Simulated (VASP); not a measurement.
# P (P4/mmm) in VASP: relaxation of cell and atoms with PBE

Aim: the relaxation of cell and atoms of P with PBE.

Program: VASP 6.6.1. These are calculated values, not measurements. Logs are shortened: lines on timing, memory, paths and dates and some standing lists are left out, and cuts for length are marked.

## (1) The cell of the first run

Symmetry: P4/mmm, No. 123, tetragonal system. The conventional cell has a = 2.453 Å, b = 2.453 Å, c = 4.879 Å, α = 90.00°, β = 90.00°, γ = 90.00°. Within 3.1 Å of P (site symmetry 4mm) lie 6 P at 2.35 to 2.53 Å.

## (2) Relaxation of cell and atoms, PBE

Input file INCAR:

```
SYSTEM = P
  ALGO = Normal
  EDIFF = 1E-7
  EDIFFG = -0.01
  ENCUT = 500
  GGA = PE
  GGA_COMPAT = .FALSE.
  IBRION = 2
  ISIF = 3
  ISMEAR = 0
  LASPH = .TRUE.
  LCHARG = .FALSE.
  LREAL = .FALSE.
  LWAVE = .FALSE.
  NELM = 120
  NELMIN = 4
  NSW = 100
  PREC = Accurate
  SIGMA = 0.1
```

Input file KPOINTS:

```
k-points
0
G
  22 22 12
  0 0 0
```

Input file POSCAR:

```
P
1.0
    2.4531843528      0.0000000000      0.0000000000
    0.0000000000      2.4531843528      0.0000000000
    0.0000000000      0.0000000000      4.8790246948
P
2
Direct
    0.0000000000      0.0000000000      0.7406243958
    0.0000000000      0.0000000000      0.2593756042
```

Potentials or basis: VASP PAW PBE potentials, release 64 (P).

The run is started by

```sh
$ cat potpaw_PBE.64/P/POTCAR > POTCAR
$ mpirun -np 1 vasp_std > vasp.out
```

OUTCAR:

```text
SYSTEM = P
   EDIFF = 1E-7
   EDIFFG = -0.01
   ENCUT = 500
   GGA = PE
   IBRION = 2
   ISIF = 3
   ISMEAR = 0
   LASPH = .TRUE.
   LREAL = .FALSE.
   NELM = 120
   NELMIN = 4
   NSW = 100
   PREC = Accurate

 ion  position               nearest neighbor table
   1  0.000  0.000  0.741-   2 2.35   2 2.53
   2  0.000  0.000  0.259-   1 2.35   1 2.53

  LATTYP: Found a simple tetragonal cell.
 ALAT       =     2.4531843528
 C/A-ratio  =     1.9888536666

  Lattice vectors:

 A1 = (   2.4531843528,   0.0000000000,   0.0000000000)
 A2 = (   0.0000000000,   2.4531843528,   0.0000000000)
 A3 = (   0.0000000000,   0.0000000000,   4.8790246948)

Analysis of symmetry for initial positions (statically):
=====================================================================
 Subroutine PRICEL returns:
 Original cell was already a primitive cell.

 Routine SETGRP: Setting up the symmetry group for a
 simple tetragonal supercell.

 Subroutine GETGRP returns: Found 16 space group operations
 (whereof 16 operations were pure point group operations)
 out of a pool of 16 trial point group operations.

The static configuration has the point symmetry D_4h.

Analysis of symmetry for dynamics (positions and initial velocities):
=====================================================================
 Subroutine PRICEL returns:
 Original cell was already a primitive cell.

 Routine SETGRP: Setting up the symmetry group for a
 simple tetragonal supercell.

 Subroutine GETGRP returns: Found 16 space group operations
 (whereof 16 operations were pure point group operations)
 out of a pool of 16 trial point group operations.

The dynamic configuration has the point symmetry D_4h.

 Subroutine INISYM returns: Found 16 space group operations
 (whereof 16 operations are pure point group operations),
 and found     1 'primitive' translations

----------------------------------------------------------------------------------------

                                     Primitive cell

  volume of cell :      29.3625

  direct lattice vectors                    reciprocal lattice vectors
     2.453184353  0.000000000  0.000000000     0.407633450  0.000000000  0.000000000
     0.000000000  2.453184353  0.000000000     0.000000000  0.407633450  0.000000000
     0.000000000  0.000000000  4.879024695     0.000000000  0.000000000  0.204958995

  length of vectors
     2.453184353  2.453184353  4.879024695     0.407633450  0.407633450  0.204958995

  position of ions in fractional coordinates (direct lattice)
     0.000000000  0.000000000  0.740624396
     0.000000000  0.000000000  0.259375604

  ion indices of the primitive-cell ions
   primitive index   ion index
                 1           1
                 2           2

----------------------------------------------------------------------------------------

 KPOINTS: k-points

Automatic generation of k-mesh.
 Grid dimensions read from file:
 generate k-points for:   22   22   12

 Generating k-lattice:

  Cartesian coordinates                     Fractional coordinates (reciprocal lattice)
     0.018528793  0.000000000  0.000000000     0.045454545  0.000000000  0.000000000
     0.000000000  0.018528793  0.000000000     0.000000000  0.045454545  0.000000000
     0.000000000  0.000000000  0.017079916     0.000000000  0.000000000  0.083333333

  Length of vectors
     0.018528793  0.018528793  0.017079916

  Shift w.r.t. Gamma in fractional coordinates (k-lattice)
     0.000000000  0.000000000  0.000000000

 Subroutine IBZKPT returns following result:
 ===========================================

 Found    546 irreducible k-points:

 Following reciprocal coordinates:
            Coordinates               Weight
  0.000000  0.000000  0.000000      1.000000
  0.045455  0.000000  0.000000      4.000000
  0.090909  0.000000  0.000000      4.000000
  0.136364  0.000000  0.000000      4.000000
  0.181818  0.000000  0.000000      4.000000
  0.227273  0.000000  0.000000      4.000000
[... 16 lines left out ...]
  0.500000  0.045455  0.000000      4.000000
  0.090909  0.090909  0.000000      4.000000
 [... further k-points ...]
   k-points           NKPTS =    546   k-points in BZ     NKDIM =    546   number of bands    NBANDS=      9
   number of dos      NEDOS =    301   number of ions     NIONS =      2
   total plane-waves  NPLWV =  11664
   dimension x,y,z NGX =    18 NGY =   18 NGZ =   36
   dimension x,y,z NGXF=    36 NGYF=   36 NGZF=   72
   ions per type =               2
   NGX,Y,Z   is equivalent  to a cutoff of  12.20, 12.20, 12.27 a.u.
   NGXF,Y,Z  is equivalent  to a cutoff of  24.40, 24.40, 24.53 a.u.
 SYSTEM =  P
   PREC   = accura    normal or accurate (medium, high low for compatibility)
   ISTART =      0    job   : 0-new  1-cont  2-samecut
   ICHARG =      2    charge: 1-file 2-atom 10-const
   ISPIN  =      1    spin polarized calculation?
   LNONCOLLINEAR =      F non collinear calculations
   LSORBIT =      F    spin-orbit coupling
   LASPH  =      T    aspherical Exc in radial PAW
   ENCUT  =  500.0 eV  36.75 Ry    6.06 a.u.   4.47  4.47  8.90*2*pi/ulx,y,z
   NELM   =    120;   NELMIN=  4; NELMDL= -5     # of ELM steps
   EDIFF  = 0.1E-06   stopping-criterion for ELM
   LREAL  =      F    real-space projection
   EDIFFG = -.1E-01   stopping-criterion for IOM
   NSW    =    100    number of steps for IOM
   IBRION =      2    ionic relax: 0-MD 1-quasi-New 2-CG
   NFREE  =      1    steps in history (QN), initial steepest desc. (CG)
   ISIF   =      3    stress and relaxation
   ISYM   =      2    0-nonsym 1-usesym 2-fastsym
   POTIM  = 0.5000    time-step for ionic-motion
   TEBEG  =    0.0;   TEEND  =   0.0 temperature during run
   PSTRESS=    0.0 pullay stress
   NELECT =      10.0000    total number of electrons
   NUPDOWN=      -1.0000    fix difference up-down
   EMIN   =  10.00;   EMAX   =-10.00  energy-range for DOS
   EFERMI =   0.00;   METHOD = LEGACY
   ISMEAR =     0;   SIGMA  =   0.10  broadening in eV -4-tet -1-fermi 0-gaus
   EFERMI_NEDOS =   21; number of points for ismear=-14 and -15
   IALGO  =     38    algorithm
   IMIX   =      4    mixing-type and parameters
     AMIX     =   0.40;   BMIX     =  1.00
     AMIX_MAG =   1.60;   BMIX_MAG =  1.00
  volume/ion in A,a.u.               =      14.68        99.07
  Fermi-wavevector in a.u.,A,eV,Ry     =   1.143257  2.160442 17.783298  1.307036
  Thomas-Fermi vector in A             =   2.279952
   LORBIT       =      0    0 simple, 1 ext, 2 COOP (PROOUT), +10 PAW based schemes
   GGA     = PE    functional components
   LHFCALC =     F    Hartree Fock is set to
   AEXX    =    0.0000 exact exchange contribution
   IVDW    =     0    specifies the selected vdW correction
   LEPSILON=     F    determine dielectric tensor
   LRPA    =     F    only Hartree local field effects (RPA)
 conjugate gradient relaxation of ions
 non-spin polarized calculation
 Gauss-broadening in eV      SIGMA  =   0.10
  energy-cutoff  :      500.00
  volume of cell :       29.36
 maximum number of plane-waves:       772
 NGX is ok and might be reduce to    18
   NGX =  9   NGY =  9   NGZ = 17

--------------------------------------- Ionic step        1  -------------------------------------------

 number of electron      10.0000000 magnetization

 number of electron       9.9999999 magnetization

 Free energy of the ion-electron system (eV)
  ---------------------------------------------------
  ext. energy  EPLUGINS =         0.00000000
  ---------------------------------------------------
  free energy    TOTEN  =       -10.54117446 eV

  energy without entropy =      -10.53769147  energy(sigma->0) =      -10.53943297

------------------------ aborting loop because EDIFF is reached ----------------------------------------

  FORCE on cell =-STRESS in cart. coord.  units (eV):
  Direction    XX          YY          ZZ          XY          YZ          ZX
  --------------------------------------------------------------------------------------
  -------------------------------------------------------------------------------------
  Total       -0.0814713     -0.0814713      0.1971874      0.0000000     -0.0000000      0.0000000
  in kB       -4.4455099     -4.4455099     10.7596044      0.0000000     -0.0000000      0.0000000
  external PRESSURE =       0.6228616 kB  Pullay stress =       0.0000000 kB
[... 237 lines left out ...]
  energy  without entropy=      -10.5440121177  energy(sigma->0) =      -10.54565442

--------------------------------------- Ionic step        8  -------------------------------------------

 number of electron       9.9999997 magnetization

 Free energy of the ion-electron system (eV)
  ---------------------------------------------------
  ext. energy  EPLUGINS =         0.00000000
  ---------------------------------------------------
  free energy    TOTEN  =       -10.54742439 eV

  energy without entropy =      -10.54410479  energy(sigma->0) =      -10.54576459

 E-fermi :   9.6086     XC(G=0): -11.2722

 val. band max:        9.6026270871   @ k =   0.3182   0.2273   0.4167
 cond. band min:       9.6094481926   @ k =   0.4545   0.2727   0.3333
 fundamental gap:      0.0068211055
 Fermi energy:         9.6085641757

 k-point     1 :       0.0000    0.0000    0.0000
  band No.  band energies     occupation
      1      -6.8635      2.00000
      2      -2.5151      2.00000
      3       0.9665      2.00000
      4      14.5945      0.00000
      5      14.5945      0.00000
      6      14.7060      0.00000
      7      16.4134      0.00000
      8      16.4431      0.00000
      9      17.4333      0.00000
[... 265 lines left out ...]
 k-point    24 :       0.0909    0.0909    0.0000
  band No.  band energies     occupation
      1      -6.4881      2.00000
      2      -2.1375      2.00000
      3       1.3057      2.00000
      4      11.7488      0.00000
      5      12.6733      0.00000
      6      14.6129      0.00000
      7      15.0003      0.00000
      8      16.4543      0.00000
      9      17.9386      0.00000

 [... further k-points ...]

------------------------ aborting loop because EDIFF is reached ----------------------------------------

  FORCE on cell =-STRESS in cart. coord.  units (eV):
  Direction    XX          YY          ZZ          XY          YZ          ZX
  --------------------------------------------------------------------------------------
  -------------------------------------------------------------------------------------
  Total       -0.0077275     -0.0077275     -0.0120809      0.0000000      0.0000000     -0.0000000
  in kB       -0.4245084     -0.4245084     -0.6636592      0.0000000      0.0000000     -0.0000000
  external PRESSURE =      -0.5042253 kB  Pullay stress =       0.0000000 kB
[... 17 lines left out ...]
  FREE ENERGIE OF THE ION-ELECTRON SYSTEM (eV)
  ---------------------------------------------------
  free  energy   TOTEN  =       -10.5474243904 eV

  energy  without entropy=      -10.5441047852  energy(sigma->0) =      -10.54576459

 reached required accuracy - stopping structural energy minimisation
```

It took 11 min on 1 thread of Intel Xeon 8259CL, shared host; peak memory 0.24 GiB.

Results:

| Item | Value |
| --- | --- |
| Free energy | -10.5474 eV |
| Relaxed volume | 14.58 Å³/atom |
| Relaxed cell | a = 2.445 Å, b = 2.445 Å, c = 4.878 Å, α = 90.00°, β = 90.00°, γ = 90.00° |
| Space group after relaxing (to 0.1 Å) | Pm-3m (No. 221) |
| Energy gained by relaxing | 3.1 meV/atom |
| Ionic steps | 8 |
| Pressure after relaxing | -0.1 GPa |
| Largest force after relaxing | 0.005 eV/Å |
| Band gap on the k mesh | zero (bands 5 and 6 overlap by 10.12 eV) |

Forces in eV/Å, atoms in the order of the input:
```
P    0.000  0.000  0.005
P    0.000  0.000 -0.005
```

The path:
```csv
step,energy change (eV),largest force (eV/Å),pressure (GPa),volume (Å³)
1,0.0000,0.1371,0.06,29.36
2,-0.0020,0.0912,-0.33,29.39
3,-0.0024,0.0698,-0.55,29.40
4,-0.0040,0.0685,0.10,29.18
5,-0.0045,0.0561,0.75,28.98
6,-0.0055,0.0329,0.57,29.01
7,-0.0061,0.0049,0.39,29.05
8,-0.0062,0.0053,-0.05,29.17
```

Final structure:
```
P
1.0
     2.44530    0.00000    0.00000
     0.00000    2.44530    0.00000
     0.00000    0.00000    4.87754
P
2
Direct
  0.00000 0.00000 0.74950
  0.00000 0.00000 0.25050
```

Levels at points of the mesh, in eV from the Fermi level:
```csv
k point,band 2,band 3,band 4,band 5,band 6,band 7,band 8,band 9
"(0.00, 0.00, 0.00)",-12.12,-8.64,4.99,4.99,5.10,6.80,6.83,7.82
"(0.50, 0.00, 0.00)",-8.64,-7.46,-5.27,-5.22,1.02,7.79,7.90,9.37
"(0.50, 0.50, 0.00)",-5.26,-5.26,-2.21,-2.15,-2.15,-1.66,1.02,4.69
"(0.00, 0.00, 0.50)",-15.05,-3.05,-3.01,6.05,6.05,6.08,6.08,7.86
"(0.50, 0.00, 0.50)",-10.73,-7.40,-7.37,0.46,0.51,6.07,6.10,8.78
"(0.50, 0.50, 0.50)",-6.07,-4.10,-4.10,-4.07,-4.07,2.35,2.37,4.47
```
